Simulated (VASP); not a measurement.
# Se (Fm-3m) in VASP: single point with r2SCAN

Aim: the single point of Se with r2SCAN.

All numbers are computed with VASP 6.6.1; they aren't measurements. Logs are shortened: lines on timing, memory, paths and dates and some standing lists are left out, and cuts for length are marked.

## 1. The cell of the first run

The structure is cubic, space group Fm-3m (No. 225). The conventional cell has a = 4.734 Å, b = 4.734 Å, c = 4.734 Å, α = 90.00°, β = 90.00°, γ = 90.00°. Within 4.4 Å of Se (site symmetry m-3m) lie 12 Se at 3.35 Å.

## 2. Single point, r2SCAN

POSCAR reads:

```
Se
1.0
    0.0000000000      2.3671030000      2.3671030000
    2.3671030000      0.0000000000      2.3671030000
    2.3671030000      2.3671030000      0.0000000000
Se
1
Direct
    0.0000000000      0.0000000000      0.0000000000
```

INCAR.step1 reads:

```
  PREC = Accurate
  ENCUT = 550
  ISMEAR = -1
  SIGMA = 0.0538
  LREAL = False
  LASPH = True
  NELM = 120
  NBANDS = 9
  GGA = PE
  ALGO = Normal
  EDIFF = 1E-5
  LWAVE = True
  LCHARG = False
  GGA_COMPAT = False
```

INCAR.step2 reads:

```
  PREC = Accurate
  ENCUT = 550
  EDIFF = 1E-6
  ISMEAR = -1
  SIGMA = 0.0538
  LREAL = False
  LASPH = True
  NELM = 120
  ALGO = Normal
  ISIF = 2
  LWAVE = False
  LCHARG = False
  METAGGA = R2SCAN
  LMIXTAU = True
  NBANDS = 9
  ISTART = 1
  GGA_COMPAT = False
```

KPOINTS reads:

```
Automatic mesh
0
Gamma
  12 12 12
```

Potentials or basis: VASP PAW PBE potentials, release 64 (Se).

On the command line:

```
cat potpaw_PBE.64/Se/POTCAR > POTCAR
cp INCAR.step1 INCAR
mpirun -np 1 vasp_std > vasp.out
cp INCAR.step2 INCAR
mpirun -np 1 vasp_std > vasp.out
```

OUTCAR:

```text
PREC = Accurate
   ENCUT = 550
   EDIFF = 1E-6
   ISMEAR = -1
   LREAL = False
   LASPH = True
   NELM = 120
   ISIF = 2
   METAGGA = R2SCAN
   ISTART = 1

 ion  position               nearest neighbor table
   1  0.000  0.000  0.000-

  LATTYP: Found a face centered cubic cell.
 ALAT       =     4.7342060000

  Lattice vectors:

 A1 = (   0.0000000000,   2.3671030000,   2.3671030000)
 A2 = (   2.3671030000,   0.0000000000,   2.3671030000)
 A3 = (   2.3671030000,   2.3671030000,   0.0000000000)

Analysis of symmetry for initial positions (statically):
=====================================================================
 Subroutine PRICEL returns:
 Original cell was already a primitive cell.

 Routine SETGRP: Setting up the symmetry group for a
 face centered cubic supercell.

 Subroutine GETGRP returns: Found 48 space group operations
 (whereof 48 operations were pure point group operations)
 out of a pool of 48 trial point group operations.

The static configuration has the point symmetry O_h .

Analysis of symmetry for dynamics (positions and initial velocities):
=====================================================================
 Subroutine PRICEL returns:
 Original cell was already a primitive cell.

 Routine SETGRP: Setting up the symmetry group for a
 face centered cubic supercell.

 Subroutine GETGRP returns: Found 48 space group operations
 (whereof 48 operations were pure point group operations)
 out of a pool of 48 trial point group operations.

The dynamic configuration has the point symmetry O_h .

 Subroutine INISYM returns: Found 48 space group operations
 (whereof 48 operations are pure point group operations),
 and found     1 'primitive' translations

----------------------------------------------------------------------------------------

                                     Primitive cell

  volume of cell :      26.5266

  direct lattice vectors                    reciprocal lattice vectors
     0.000000000  2.367103000  2.367103000    -0.211228662  0.211228662  0.211228662
     2.367103000  0.000000000  2.367103000     0.211228662 -0.211228662  0.211228662
     2.367103000  2.367103000  0.000000000     0.211228662  0.211228662 -0.211228662

  length of vectors
     3.347589166  3.347589166  3.347589166     0.365858775  0.365858775  0.365858775

  position of ions in fractional coordinates (direct lattice)
     0.000000000  0.000000000  0.000000000

  ion indices of the primitive-cell ions
   primitive index   ion index
                 1           1

----------------------------------------------------------------------------------------

 KPOINTS: Automatic mesh

Automatic generation of k-mesh.
 Grid dimensions read from file:
 generate k-points for:   12   12   12

 Generating k-lattice:

  Cartesian coordinates                     Fractional coordinates (reciprocal lattice)
    -0.017602389  0.017602389  0.017602389     0.083333333  0.000000000  0.000000000
     0.017602389 -0.017602389  0.017602389     0.000000000  0.083333333  0.000000000
     0.017602389  0.017602389 -0.017602389     0.000000000  0.000000000  0.083333333

  Length of vectors
     0.030488231  0.030488231  0.030488231

  Shift w.r.t. Gamma in fractional coordinates (k-lattice)
     0.000000000  0.000000000  0.000000000

 Subroutine IBZKPT returns following result:
 ===========================================

 Found     72 irreducible k-points:

 Following reciprocal coordinates:
            Coordinates               Weight
  0.000000  0.000000  0.000000      1.000000
  0.083333  0.000000  0.000000      8.000000
  0.166667  0.000000  0.000000      8.000000
  0.250000  0.000000  0.000000      8.000000
  0.333333  0.000000  0.000000      8.000000
  0.416667  0.000000  0.000000      8.000000
[... 16 lines left out ...]
  0.500000  0.166667  0.000000     24.000000
 -0.416667  0.166667  0.000000     24.000000
 [... further k-points ...]
   k-points           NKPTS =     72   k-points in BZ     NKDIM =     72   number of bands    NBANDS=      9
   number of dos      NEDOS =    301   number of ions     NIONS =      1
   total plane-waves  NPLWV =  21952
   dimension x,y,z NGX =    28 NGY =   28 NGZ =   28
   dimension x,y,z NGXF=    56 NGYF=   56 NGZF=   56
   ions per type =               1
   NGX,Y,Z   is equivalent  to a cutoff of  13.91, 13.91, 13.91 a.u.
   NGXF,Y,Z  is equivalent  to a cutoff of  27.81, 27.81, 27.81 a.u.
 SYSTEM =  unknown system
   PREC   = accura    normal or accurate (medium, high low for compatibility)
   ISTART =      1    job   : 0-new  1-cont  2-samecut
   ICHARG =      0    charge: 1-file 2-atom 10-const
   ISPIN  =      1    spin polarized calculation?
   LNONCOLLINEAR =      F non collinear calculations
   LSORBIT =      F    spin-orbit coupling
   LASPH  =      T    aspherical Exc in radial PAW
   ENCUT  =  550.0 eV  40.42 Ry    6.36 a.u.   6.40  6.40  6.40*2*pi/ulx,y,z
   NELM   =    120;   NELMIN=  2; NELMDL=  0     # of ELM steps
   EDIFF  = 0.1E-05   stopping-criterion for ELM
   LREAL  =      F    real-space projection
   EDIFFG = 0.1E-04   stopping-criterion for IOM
   NSW    =      0    number of steps for IOM
   IBRION =     -1    ionic relax: 0-MD 1-quasi-New 2-CG
   NFREE  =      0    steps in history (QN), initial steepest desc. (CG)
   ISIF   =      2    stress and relaxation
   ISYM   =      2    0-nonsym 1-usesym 2-fastsym
   POTIM  = 0.5000    time-step for ionic-motion
   TEBEG  =    0.0;   TEEND  =   0.0 temperature during run
   PSTRESS=    0.0 pullay stress
   NELECT =       6.0000    total number of electrons
   NUPDOWN=      -1.0000    fix difference up-down
   EMIN   =  10.00;   EMAX   =-10.00  energy-range for DOS
   EFERMI =   0.00;   METHOD = LEGACY
   ISMEAR =    -1;   SIGMA  =   0.05  broadening in eV -4-tet -1-fermi 0-gaus
   EFERMI_NEDOS =   21; number of points for ismear=-14 and -15
   IALGO  =     38    algorithm
   IMIX   =      4    mixing-type and parameters
     AMIX     =   0.40;   BMIX     =  1.00
     AMIX_MAG =   1.60;   BMIX_MAG =  1.00
  volume/ion in A,a.u.               =      26.53       179.01
  Fermi-wavevector in a.u.,A,eV,Ry     =   0.997466  1.884937 13.536959  0.994938
  Thomas-Fermi vector in A             =   2.129624
   LORBIT       =      0    0 simple, 1 ext, 2 COOP (PROOUT), +10 PAW based schemes
   METAGGA = R2SCAN    functional components
   LHFCALC =     F    Hartree Fock is set to
   AEXX    =    0.0000 exact exchange contribution
   IVDW    =     0    specifies the selected vdW correction
   LEPSILON=     F    determine dielectric tensor
   LRPA    =     F    only Hartree local field effects (RPA)
 non-spin polarized calculation
  energy-cutoff  :      550.00
  volume of cell :       26.53
 maximum number of plane-waves:       794
 NGX is ok and might be reduce to    28
   NGX = 13   NGY = 13   NGZ = 13

 number of electron       5.9999999 magnetization

 Free energy of the ion-electron system (eV)
  ---------------------------------------------------
  ext. energy  EPLUGINS =         0.00000000
  ---------------------------------------------------
  free energy    TOTEN  =       -13.16077760 eV

  energy without entropy =      -13.14825102  energy(sigma->0) =      -13.15451431

 E-fermi :   2.2528     XC(G=0):  -9.8006

 val. band max:        2.2194874378   @ k =  -0.3333   0.3333   0.0833
 cond. band min:       2.2614563013   @ k =   0.4167   0.1667   0.0833
 fundamental gap:      0.0419688635
 Fermi energy:         2.2528262651

 k-point     1 :       0.0000    0.0000    0.0000
  band No.  band energies     occupation
      1     -12.3581      2.00000
      2       4.2261      0.00000
      3       4.2261      0.00000
      4       4.2261      0.00000
      5      11.6465      0.00000
      6      14.5252      0.00000
      7      14.5252      0.00000
      8      14.5252      0.00000
      9      18.5356      0.00000

 k-point     2 :       0.0833    0.0000    0.0000
  band No.  band energies     occupation
      1     -12.2595      2.00000
      2       3.5685      0.00000
      3       4.1567      0.00000
      4       4.1567      0.00000
      5      12.0984      0.00000
      6      14.1893      0.00000
      7      14.7163      0.00000
      8      14.7163      0.00000
      9      18.5382      0.00000

 k-point     3 :       0.1667    0.0000    0.0000
  band No.  band energies     occupation
      1     -11.9734      2.00000
      2       2.0830      1.91831
      3       3.9782      0.00000
      4       3.9782      0.00000
      5      12.2641      0.00000
      6      14.6114      0.00000
      7      15.0545      0.00000
      8      15.0545      0.00000
      9      17.8689      0.00000

 k-point     4 :       0.2500    0.0000    0.0000
  band No.  band energies     occupation
      1     -11.5334      2.00000
      2       0.4038      2.00000
      3       3.7562      0.00000
      4       3.7562      0.00000
      5      11.7105      0.00000
      6      14.8934      0.00000
      7      14.8934      0.00000
      8      16.0957      0.00000
      9      18.2928      0.00000

 k-point     5 :       0.3333    0.0000    0.0000
  band No.  band energies     occupation
      1     -11.0133      2.00000
      2      -1.1119      2.00000
      3       3.5549      0.00000
      4       3.5549      0.00000
      5      11.2138      0.00000
      6      14.3730      0.00000
      7      14.3730      0.00000
      8      17.0454      0.00000
      9      19.4616      0.00000

 k-point     6 :       0.4167    0.0000    0.0000
  band No.  band energies     occupation
      1     -10.5550      2.00000
      2      -2.2015      2.00000
      3       3.4184      0.00000
      4       3.4184      0.00000
      5      10.9090      0.00000
      6      13.9653      0.00000
      7      13.9653      0.00000
      8      16.9397      0.00000
      9      20.8864      0.00000
[... 169 lines left out ...]
 k-point    21 :       0.3333    0.1667    0.0000
  band No.  band energies     occupation
      1     -11.0624      2.00000
      2      -0.0973      2.00000
      3       2.7405      0.00023
      4       2.8728      0.00002
      5      11.5356      0.00000
      6      12.9732      0.00000
      7      15.3107      0.00000
      8      16.4737      0.00000
      9      19.9105      0.00000

 k-point    22 :       0.4167    0.1667    0.0000
  band No.  band energies     occupation
      1     -10.5778      2.00000
      2      -1.2929      2.00000
      3       2.2864      0.69736
      4       2.7853      0.00010
      5      11.2534      0.00000
      6      13.2959      0.00000
      7      15.8831      0.00000
      8      15.8892      0.00000
      9      20.7064      0.00000

 k-point    23 :       0.5000    0.1667    0.0000
  band No.  band energies     occupation
      1     -10.2200      2.00000
      2      -2.0556      2.00000
      3       1.8897      1.99766
      4       2.8411      0.00004
      5      11.2302      0.00000
      6      13.2890      0.00000
      7      15.3593      0.00000
      8      17.2237      0.00000
      9      20.5894      0.00000

 k-point    24 :      -0.4167    0.1667    0.0000
  band No.  band energies     occupation
      1     -10.1656      2.00000
      2      -2.1558      2.00000
      3       1.6335      1.99998
      4       3.0299      0.00000
      5      11.5016      0.00000
      6      13.2473      0.00000
      7      15.0510      0.00000
      8      18.0563      0.00000
      9      20.9184      0.00000

 [... further k-points ...]
[... 5 lines left out ...]
  --------------------------------------------------------------------------------------
  -------------------------------------------------------------------------------------
  Total       -1.6849890     -1.6849890     -1.6849890      0.0000000      0.0000000      0.0000000
  in kB     -101.7715021   -101.7715021   -101.7715021      0.0000000      0.0000000      0.0000000
  external PRESSURE =    -101.7715021 kB  Pullay stress =       0.0000000 kB

 VOLUME and BASIS-vectors are now :
 -----------------------------------------------------------------------------
  energy-cutoff  :      550.00
  volume of cell :       26.53
      direct lattice vectors                 reciprocal lattice vectors
     0.000000000  2.367103000  2.367103000    -0.211228662  0.211228662  0.211228662
     2.367103000  0.000000000  2.367103000     0.211228662 -0.211228662  0.211228662
     2.367103000  2.367103000  0.000000000     0.211228662  0.211228662 -0.211228662

 POSITION                                       TOTAL-FORCE (eV/Angst)
 -----------------------------------------------------------------------------------
      0.00000      0.00000      0.00000         0.000000     -0.000000      0.000000
 -----------------------------------------------------------------------------------
    total drift:                                0.000000     -0.000000     -0.000000

  FREE ENERGIE OF THE ION-ELECTRON SYSTEM (eV)
  ---------------------------------------------------
  free  energy   TOTEN  =       -13.1607775985 eV

  energy  without entropy=      -13.1482510185  energy(sigma->0) =      -13.15451431
```

Wall time 56 s (1 thread of AMD EPYC 9R45 (Zen 5), shared host); peak memory 0.14 GiB.

What came out:

| Item | Value |
| --- | --- |
| Free energy | -13.1608 eV |
| Pressure | -10.2 GPa |
| Band gap on the k mesh | zero (band 3 reaches 4.23 eV, above the bottom of band 4 at 0.88 eV) |

Caveat: the PAW data sets were made with another functional, which shifts forces and pressure a little.
